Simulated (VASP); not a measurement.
Crystal: Cs2NaScCl6.

```xyz
10
Lattice="0.0000 5.3325 5.3325 5.3325 0.0000 5.3325 5.3325 5.3325 0.0000" Properties=species:S:1:pos:R:3 pbc="T T T"
Cs    7.9987    7.9987    7.9987
Cs    2.6662    2.6662    2.6662
Na    5.3325    5.3325    5.3325
Sc    0.0000    0.0000    0.0000
Cl    2.5091    5.3325    5.3325
Cl    5.3325    5.3325    2.5091
Cl    8.1558    5.3325    5.3325
Cl    5.3325    2.5091    5.3325
Cl    5.3325    8.1558    5.3325
Cl    5.3325    5.3325    8.1558
```

* Program: VASP 6.6.1
* Task: relaxation of cell and atoms
* Functional: PBEsol
* Potentials or basis: VASP PAW PBE potentials, release 64 (Cs_sv, Na_pv, Sc_sv, Cl)
* Cutoff: 600 eV
* k mesh: 4 × 4 × 4
* Occupations: gaussian, width 0.02 eV
* Spin: no spin polarisation

At the start: pressure -1.5 GPa; volume 30.33 Å³/atom.

Q: Where does the relaxation end?

A: Over 5 steps the energy falls by 8.9 meV/atom and the volume is 28.30 Å³/atom (-6.7 %); space group Fm-3m (No. 225, to 0.1 Å) before and after.

The path:
| step | energy change (eV) | largest force (eV/Å) | pressure (GPa) | volume (Å³) |
| --- | --- | --- | --- | --- |
| 1 | 0.0000 | 0.1451 | -1.49 | 303.26 |
| 2 | -0.0698 | 0.1463 | -0.29 | 291.06 |
| 3 | -0.0708 | 0.1906 | -0.11 | 289.45 |
| 4 | -0.0804 | 0.1334 | -0.08 | 287.50 |
| 5 | -0.0893 | 0.0008 | 0.03 | 283.01 |

Final structure:
```
Cs Na Sc Cl
1.0
     0.00000    5.21105    5.21105
     5.21105    0.00000    5.21105
     5.21105    5.21105    0.00000
Cs Na Sc Cl
2 1 1 6
Direct
  0.75000 0.75000 0.75000
  0.25000 0.25000 0.25000
  0.50000 0.50000 0.50000
  0.00000 0.00000 0.00000
  0.76270 0.23730 0.23730
  0.23730 0.23730 0.76270
  0.23730 0.76270 0.76270
  0.23730 0.76270 0.23730
  0.76270 0.23730 0.76270
  0.76270 0.76270 0.23730
```

Caveat: the PAW data sets were made with another functional, which shifts forces and pressure a little.
